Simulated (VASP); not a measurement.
# PbS (Galena) (Fm-3m) in VASP: notebook

The runs below take PbS (Galena) through single point, with PBE.

Everything below comes from runs of VASP 6.6.1. Logs are shortened: lines on timing, memory, paths and dates and some standing lists are left out, and cuts for length are marked.

## Step 1: The cell of the first run

The structure is cubic, space group Fm-3m (No. 225). Conventional cell: a = 5.931 Å, b = 5.931 Å, c = 5.931 Å, α = 90.00°, β = 90.00°, γ = 90.00°. Pb (site symmetry m-3m) has 6 S at 2.97 Å within 3.9 Å. Within 3.9 Å of S (site symmetry m-3m) lie 6 Pb at 2.97 Å.

## Step 2: Single point, PBE

INCAR

```
PREC = Accurate ; ENCUT = 520
EDIFF = 1E-6 ; ISMEAR = 0
SIGMA = 0.017 ; LREAL = False
LASPH = True ; NELM = 100
ALGO = Normal ; ISIF = 2
LWAVE = False ; LCHARG = False
GGA = PE ; NBANDS = 17
```

KPOINTS

```
Automatic mesh
0
Gamma
  8 8 8
```

POSCAR

```
PbS
1.0
    0.0000000000      2.9657500000      2.9657500000
    2.9657500000      0.0000000000      2.9657500000
    2.9657500000      2.9657500000      0.0000000000
Pb S
1 1
Direct
    0.0000000000      0.0000000000      0.0000000000
    0.5000000000      0.5000000000      0.5000000000
```

Potentials or basis: VASP PAW PBE potentials, release 64 (Pb_d, S).

On the command line:

```bash
cat potpaw_PBE.64/Pb_d/POTCAR potpaw_PBE.64/S/POTCAR > POTCAR
mpirun -np 1 vasp_std > vasp.out
```

OUTCAR:

```text
PREC = Accurate
   ENCUT = 520
   EDIFF = 1E-6
   ISMEAR = 0
   LREAL = False
   LASPH = True
   NELM = 100
   ISIF = 2
   GGA = PE

 ion  position               nearest neighbor table
   1  0.000  0.000  0.000-   2 2.97   2 2.97   2 2.97   2 2.97   2 2.97   2 2.97
   2  0.500  0.500  0.500-   1 2.97   1 2.97   1 2.97   1 2.97   1 2.97   1 2.97

  LATTYP: Found a face centered cubic cell.
 ALAT       =     5.9315000000

  Lattice vectors:

 A1 = (   0.0000000000,   2.9657500000,   2.9657500000)
 A2 = (   2.9657500000,   0.0000000000,   2.9657500000)
 A3 = (   2.9657500000,   2.9657500000,   0.0000000000)

Analysis of symmetry for initial positions (statically):
=====================================================================
 Subroutine PRICEL returns:
 Original cell was already a primitive cell.

 Routine SETGRP: Setting up the symmetry group for a
 face centered cubic supercell.

 Subroutine GETGRP returns: Found 48 space group operations
[... 9 lines left out ...]

 Routine SETGRP: Setting up the symmetry group for a
 face centered cubic supercell.

 Subroutine GETGRP returns: Found 48 space group operations
[... 11 lines left out ...]
                                     Primitive cell

  volume of cell :      52.1715

  direct lattice vectors                    reciprocal lattice vectors
     0.000000000  2.965750000  2.965750000    -0.168591419  0.168591419  0.168591419
     2.965750000  0.000000000  2.965750000     0.168591419 -0.168591419  0.168591419
     2.965750000  2.965750000  0.000000000     0.168591419  0.168591419 -0.168591419

  length of vectors
     4.194203873  4.194203873  4.194203873     0.292008903  0.292008903  0.292008903

  position of ions in fractional coordinates (direct lattice)
     0.000000000  0.000000000  0.000000000
     0.500000000  0.500000000  0.500000000

  ion indices of the primitive-cell ions
   primitive index   ion index
                 1           1
                 2           2

----------------------------------------------------------------------------------------

 KPOINTS: Automatic mesh

Automatic generation of k-mesh.
 Grid dimensions read from file:
 generate k-points for:    8    8    8

 Generating k-lattice:

  Cartesian coordinates                     Fractional coordinates (reciprocal lattice)
    -0.021073927  0.021073927  0.021073927     0.125000000  0.000000000  0.000000000
     0.021073927 -0.021073927  0.021073927     0.000000000  0.125000000  0.000000000
[... 56 lines left out ...]
   ENCUT  =  520.0 eV  38.22 Ry    6.18 a.u.   7.80  7.80  7.80*2*pi/ulx,y,z
   NELM   =    100;   NELMIN=  2; NELMDL= -5     # of ELM steps
   EDIFF  = 0.1E-05   stopping-criterion for ELM
   LREAL  =      F    real-space projection
   EDIFFG = 0.1E-04   stopping-criterion for IOM
   NSW    =      0    number of steps for IOM
   IBRION =     -1    ionic relax: 0-MD 1-quasi-New 2-CG
   NFREE  =      0    steps in history (QN), initial steepest desc. (CG)
   ISIF   =      2    stress and relaxation
   ISYM   =      2    0-nonsym 1-usesym 2-fastsym
   POTIM  = 0.5000    time-step for ionic-motion
   TEBEG  =    0.0;   TEEND  =   0.0 temperature during run
   PSTRESS=    0.0 pullay stress
   NELECT =      20.0000    total number of electrons
   NUPDOWN=      -1.0000    fix difference up-down
   EMIN   =  10.00;   EMAX   =-10.00  energy-range for DOS
   EFERMI =   0.00;   METHOD = LEGACY
   ISMEAR =     0;   SIGMA  =   0.02  broadening in eV -4-tet -1-fermi 0-gaus
   EFERMI_NEDOS =   21; number of points for ismear=-14 and -15
   IALGO  =     38    algorithm
   IMIX   =      4    mixing-type and parameters
     AMIX     =   0.40;   BMIX     =  1.00
     AMIX_MAG =   1.60;   BMIX_MAG =  1.00
  volume/ion in A,a.u.               =      26.09       176.04
  Fermi-wavevector in a.u.,A,eV,Ry     =   1.189251  2.247359 19.242973  1.414319
  Thomas-Fermi vector in A             =   2.325363
   LORBIT       =      0    0 simple, 1 ext, 2 COOP (PROOUT), +10 PAW based schemes
   GGA     = PE    functional components
   LHFCALC =     F    Hartree Fock is set to
   AEXX    =    0.0000 exact exchange contribution
   IVDW    =     0    specifies the selected vdW correction
   LEPSILON=     F    determine dielectric tensor
   LRPA    =     F    only Hartree local field effects (RPA)
 non-spin polarized calculation
 Gauss-broadening in eV      SIGMA  =   0.02
  energy-cutoff  :      520.00
  volume of cell :       52.17
 maximum number of plane-waves:      1424
   NGX = 15   NGY = 15   NGZ = 15

 number of electron      19.9999998 magnetization

 Free energy of the ion-electron system (eV)
  ---------------------------------------------------
  ext. energy  EPLUGINS =         0.00000000
  ---------------------------------------------------
  free energy    TOTEN  =        -8.75604595 eV

  energy without entropy =       -8.75604595  energy(sigma->0) =       -8.75604595

 E-fermi :   5.9473     XC(G=0):  -9.6823

 val. band max:        5.8229542094   @ k =   0.5000   0.0000   0.0000
 cond. band min:       6.1871647579   @ k =   0.5000   0.0000   0.0000
 fundamental gap:      0.3642105485
 Fermi energy:         5.9472978931

 k-point     1 :       0.0000    0.0000    0.0000
  band No.  band energies     occupation
      1     -11.0015      2.00000
      2     -11.0015      2.00000
      3     -11.0015      2.00000
      4     -10.9851      2.00000
      5     -10.9851      2.00000
      6      -7.7750      2.00000
[... 457 lines left out ...]
      4     -10.9724      2.00000
      5     -10.9514      2.00000
      6      -6.3074      2.00000
[... 9 lines left out ...]
     16      16.7388      0.00000
     17      17.0015      0.00000

 [... further k-points ...]

------------------------ aborting loop because EDIFF is reached ----------------------------------------

  FORCE on cell =-STRESS in cart. coord.  units (eV):
  Direction    XX          YY          ZZ          XY          YZ          ZX
  --------------------------------------------------------------------------------------
  -------------------------------------------------------------------------------------
  Total        0.6976850      0.6976850      0.6976850      0.0000000      0.0000000      0.0000000
  in kB       21.4257672     21.4257672     21.4257672      0.0000000      0.0000000      0.0000000
  external PRESSURE =      21.4257672 kB  Pullay stress =       0.0000000 kB

 VOLUME and BASIS-vectors are now :
 -----------------------------------------------------------------------------
  energy-cutoff  :      520.00
  volume of cell :       52.17
      direct lattice vectors                 reciprocal lattice vectors
     0.000000000  2.965750000  2.965750000    -0.168591419  0.168591419  0.168591419
     2.965750000  0.000000000  2.965750000     0.168591419 -0.168591419  0.168591419
     2.965750000  2.965750000  0.000000000     0.168591419  0.168591419 -0.168591419

 POSITION                                       TOTAL-FORCE (eV/Angst)
 -----------------------------------------------------------------------------------
      0.00000      0.00000      0.00000         0.000000      0.000000     -0.000000
      2.96575      2.96575      2.96575         0.000000      0.000000      0.000000
 -----------------------------------------------------------------------------------
    total drift:                                0.000000     -0.000000     -0.000000

  FREE ENERGIE OF THE ION-ELECTRON SYSTEM (eV)
  ---------------------------------------------------
  free  energy   TOTEN  =        -8.7560459526 eV

  energy  without entropy=       -8.7560459526  energy(sigma->0) =       -8.75604595
```

OSZICAR:

```text
N       E                     dE             d eps       ncg     rms          rms(c)
DAV:   1     0.158310066741E+03    0.15831E+03   -0.97832E+03   986   0.124E+03
DAV:   2     0.308594905625E+01   -0.15522E+03   -0.15021E+03  1048   0.313E+02
DAV:   3    -0.893653576525E+01   -0.12022E+02   -0.11913E+02  1290   0.912E+01
DAV:   4    -0.922811877771E+01   -0.29158E+00   -0.29133E+00  1250   0.157E+01
DAV:   5    -0.923876200665E+01   -0.10643E-01   -0.10642E-01  1463   0.292E+00    0.463E+00
DAV:   6    -0.875190432835E+01    0.48686E+00   -0.13801E+00  1565   0.799E+00    0.326E+00
DAV:   7    -0.875266210152E+01   -0.75777E-03   -0.14748E-01  1165   0.191E+00    0.186E+00
DAV:   8    -0.875633878832E+01   -0.36767E-02   -0.16412E-02  1183   0.138E+00    0.242E-01
DAV:   9    -0.875586742864E+01    0.47136E-03   -0.35059E-03  1524   0.517E-01    0.835E-02
DAV:  10    -0.875603558417E+01   -0.16816E-03   -0.36484E-04  1112   0.113E-01    0.511E-02
DAV:  11    -0.875604519621E+01   -0.96120E-05   -0.61374E-05  1353   0.830E-02    0.171E-02
DAV:  12    -0.875604595258E+01   -0.75637E-06   -0.47884E-06  1306   0.231E-02
   1 F= -.87560460E+01 E0= -.87560460E+01  d E =-.436649E-27
```

Run time: 32 s. Hardware: 1 thread of Intel Xeon 8259CL, shared host; peak memory 0.18 GiB.

Results:

* Free energy: -8.7560 eV
* Pressure: 2.1 GPa
* Band gap on the k mesh: 0.36 eV, direct

Levels at points of the mesh, in eV from the valence-band top:
| k point | band 6 | band 7 | band 8 | band 9 | band 10 | band 11 | band 12 | band 13 | band 14 | band 15 |
| --- | --- | --- | --- | --- | --- | --- | --- | --- | --- | --- |
| (0.00, 0.00, 0.00) | -13.60 | -6.04 | -2.17 | -2.17 | -2.17 | 5.21 | 5.21 | 5.21 | 6.73 | 6.73 |
| (0.50, 0.00, 0.00) | -12.36 | -8.85 | -1.78 | -1.78 | 0.00 | 0.36 | 1.96 | 1.96 | 8.66 | 10.12 |
| (0.50, 0.50, 0.00) | -11.93 | -7.20 | -5.20 | -3.44 | -3.44 | 3.86 | 5.58 | 5.68 | 5.68 | 11.17 |

Caveat: spin-orbit coupling is left out, which moves the levels of the heavy elements. A k mesh can miss the band edges.

## Step 3: Single point, PBE

INCAR

```
PREC     = Accurate       # precision mode
ENCUT    = 520            # plane-wave cutoff, eV
EDIFF    = 1E-7           # SCF threshold, eV
ISMEAR   = 0              # smearing method
SIGMA    = 0.018000000000000002 # smearing width, eV
LREAL    = F              # projectors in reciprocal space
LASPH    = T              # aspherical terms in the spheres
NELM     = 100            # most SCF steps
ALGO     = Normal         # electronic algorithm
ISIF     = 2              # what is computed and relaxed
LWAVE    = F              # write WAVECAR
LCHARG   = F              # write CHGCAR
GGA      = PE             # functional
NBANDS   = 17             # bands
```

KPOINTS is that of step 2.

POSCAR is that of step 2.

Potentials or basis: VASP PAW PBE potentials, release 64 (Pb_d, S).

On the command line:

```bash
cat potpaw_PBE.64/Pb_d/POTCAR potpaw_PBE.64/S/POTCAR > POTCAR
mpirun -np 1 vasp_std > vasp.out
```

OUTCAR:

```text
PREC = Accurate
   ENCUT = 520
   EDIFF = 1E-7
   ISMEAR = 0
   LREAL = F
   LASPH = T
   NELM = 100
   ISIF = 2
   GGA = PE

 ion  position               nearest neighbor table
   1  0.000  0.000  0.000-   2 2.97   2 2.97   2 2.97   2 2.97   2 2.97   2 2.97
   2  0.500  0.500  0.500-   1 2.97   1 2.97   1 2.97   1 2.97   1 2.97   1 2.97

  LATTYP: Found a face centered cubic cell.
 ALAT       =     5.9315000000

  Lattice vectors:

[... 664 lines left out ...]

 [... further k-points ...]

------------------------ aborting loop because EDIFF is reached ----------------------------------------

  FORCE on cell =-STRESS in cart. coord.  units (eV):
  Direction    XX          YY          ZZ          XY          YZ          ZX
  --------------------------------------------------------------------------------------
  -------------------------------------------------------------------------------------
  Total        0.7029121      0.7029121      0.7029121     -0.0000000     -0.0000000      0.0000000
  in kB       21.5862879     21.5862879     21.5862879     -0.0000000     -0.0000000      0.0000000
  external PRESSURE =      21.5862879 kB  Pullay stress =       0.0000000 kB

 VOLUME and BASIS-vectors are now :
 -----------------------------------------------------------------------------
  energy-cutoff  :      520.00
  volume of cell :       52.17
      direct lattice vectors                 reciprocal lattice vectors
     0.000000000  2.965750000  2.965750000    -0.168591419  0.168591419  0.168591419
     2.965750000  0.000000000  2.965750000     0.168591419 -0.168591419  0.168591419
     2.965750000  2.965750000  0.000000000     0.168591419  0.168591419 -0.168591419

 POSITION                                       TOTAL-FORCE (eV/Angst)
 -----------------------------------------------------------------------------------
      0.00000      0.00000      0.00000         0.000000     -0.000000      0.000000
      2.96575      2.96575      2.96575        -0.000000      0.000000     -0.000000
 -----------------------------------------------------------------------------------
    total drift:                                0.000000     -0.000000     -0.000000

  FREE ENERGIE OF THE ION-ELECTRON SYSTEM (eV)
  ---------------------------------------------------
  free  energy   TOTEN  =        -8.7560459713 eV

  energy  without entropy=       -8.7560459713  energy(sigma->0) =       -8.75604597
```

OSZICAR:

```text
N       E                     dE             d eps       ncg     rms          rms(c)
DAV:   1     0.158310062192E+03    0.15831E+03   -0.97832E+03   986   0.124E+03
DAV:   2     0.308593249242E+01   -0.15522E+03   -0.15021E+03  1048   0.313E+02
DAV:   3    -0.893653576525E+01   -0.12022E+02   -0.11913E+02  1290   0.912E+01
DAV:   4    -0.922811877771E+01   -0.29158E+00   -0.29133E+00  1250   0.157E+01
DAV:   5    -0.923876200665E+01   -0.10643E-01   -0.10642E-01  1463   0.292E+00    0.463E+00
DAV:   6    -0.875190432835E+01    0.48686E+00   -0.13801E+00  1565   0.799E+00    0.326E+00
DAV:   7    -0.875266210152E+01   -0.75777E-03   -0.14748E-01  1165   0.191E+00    0.186E+00
DAV:   8    -0.875633878832E+01   -0.36767E-02   -0.16412E-02  1183   0.138E+00    0.242E-01
DAV:   9    -0.875586742864E+01    0.47136E-03   -0.35059E-03  1524   0.517E-01    0.835E-02
DAV:  10    -0.875603558417E+01   -0.16816E-03   -0.36484E-04  1112   0.113E-01    0.511E-02
DAV:  11    -0.875604519621E+01   -0.96120E-05   -0.61374E-05  1353   0.830E-02    0.171E-02
DAV:  12    -0.875604595258E+01   -0.75637E-06   -0.47884E-06  1314   0.231E-02    0.362E-03
DAV:  13    -0.875604597135E+01   -0.18765E-07   -0.26518E-07  1209   0.430E-03
   1 F= -.87560460E+01 E0= -.87560460E+01  d E =-.164865E-24
```

It took 36 s on 1 thread of Intel Xeon 8259CL, shared host; peak memory 0.18 GiB.

Results:

| Item | Value |
| --- | --- |
| Free energy | -8.7560 eV |
| Pressure | 2.2 GPa |
| Band gap on the k mesh | 0.36 eV, direct |

Caveat: spin-orbit coupling is left out, which moves the levels of the heavy elements.
